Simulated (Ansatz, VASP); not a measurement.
**Two plane-wave programs on CuI**

```
I Cu
1.0
     0.00000    3.03150    3.03150
     3.03150    0.00000    3.03150
     3.03150    3.03150    0.00000
I Cu
1 1
Direct
  0.00000 0.00000 0.00000
  0.75000 0.75000 0.75000
```

Alike in both runs: functional PBE; dispersion D3(BJ); k mesh 8 × 8 × 8; occupations fermi-dirac, width 0.05 eV; no spin polarisation.

```csv
,VASP,Ansatz
version,VASP 6.6.1,Ansatz 0.2.0
potentials or method,"VASP PAW PBE potentials, release 64 (I, Cu)",Ansatz PAW large core
plane-wave cutoff (eV),520,420
valence electrons in the cell,18,26
task,single point,atomic charges
```

```csv
,VASP,Ansatz,Ansatz less VASP
gap on the k mesh at the Fermi level (eV),1.14,1.13,-0.018
least direct gap on the mesh (eV),1.14,1.13,-0.018
pressure (GPa),-1.5,-1.9,-0.37
```

VASP's potentials hold 18 valence electrons a cell and Ansatz's 26, so a difference there can come from the potentials and not from the codes.

Neither program's run includes spin-orbit coupling.
